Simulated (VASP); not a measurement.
Set up this calculation in VASP 6.6.1, as the native input.

```yaml
Task: single point
Functional: PBE
Potentials_or_basis: VASP PAW PBE potentials, release 64 (Ni)
Cutoff: 520 eV
k_mesh: 6 × 6 × 6
Occupations: fermi-dirac, width 0.1 eV
Spin: no spin polarisation
Dipole_correction: no
Further_INCAR_settings: ALGO = Normal; EDIFF = 1e-06; NBANDS = 50
```

The structure of Ni lies in POSCAR:

```
Ni
1.0
    4.4615525767      0.0000000000      0.0000000000
    0.0000000000      4.4615525767      0.0000000000
    0.0000000000      0.0000000000      4.4615525767
Ni
8
Direct
    1.0000000000      0.0000000000      0.0000000000
    0.5000000000      0.5000000000      0.5000000000
    0.2500000000      1.0000000000      0.5000000000
    0.7500000000      0.0000000000      0.5000000000
    0.5000000000      0.2500000000      0.0000000000
    0.5000000000      0.7500000000      1.0000000000
    0.0000000000      0.5000000000      0.2500000000
    0.0000000000      0.5000000000      0.7500000000
```

These files were run (other wordings do the same):

INCAR

```
SYSTEM = Ni
PREC     = Accurate       ! precision mode
ENCUT    = 520            ! plane-wave cutoff, eV
EDIFF    = 1E-6           ! SCF threshold, eV
ISMEAR   = -1             ! smearing method
SIGMA    = 0.1            ! smearing width, eV
LREAL    = .FALSE.        ! projectors in reciprocal space
LASPH    = .TRUE.         ! aspherical terms in the spheres
NELM     = 80             ! most SCF steps
ALGO     = Normal         ! electronic algorithm
ISIF     = 2              ! what is computed and relaxed
LWAVE    = .FALSE.        ! write WAVECAR
LCHARG   = .FALSE.        ! write CHGCAR
GGA      = PE             ! functional
NBANDS   = 50             ! bands
```

KPOINTS

```
regular mesh
0
G
  6 6 6
  0 0 0
```

Potentials or basis: VASP PAW PBE potentials, release 64 (Ni).

Launch:

```console
$ cat potpaw_PBE.64/Ni/POTCAR > POTCAR
$ mpirun -np 1 vasp_std > vasp.out
```

It gave:

```json
{
  "Pressure": "0.0 GPa",
  "Band gap on the k mesh": "zero (bands 40 and 41 overlap by 0.13 eV)"
}
```

Caveat: the run has no spin polarisation, though such a crystal can be magnetic.

Run time: 2.6 min on 1 thread of Intel Xeon 8259CL (shared host), peak memory 0.23 GiB.
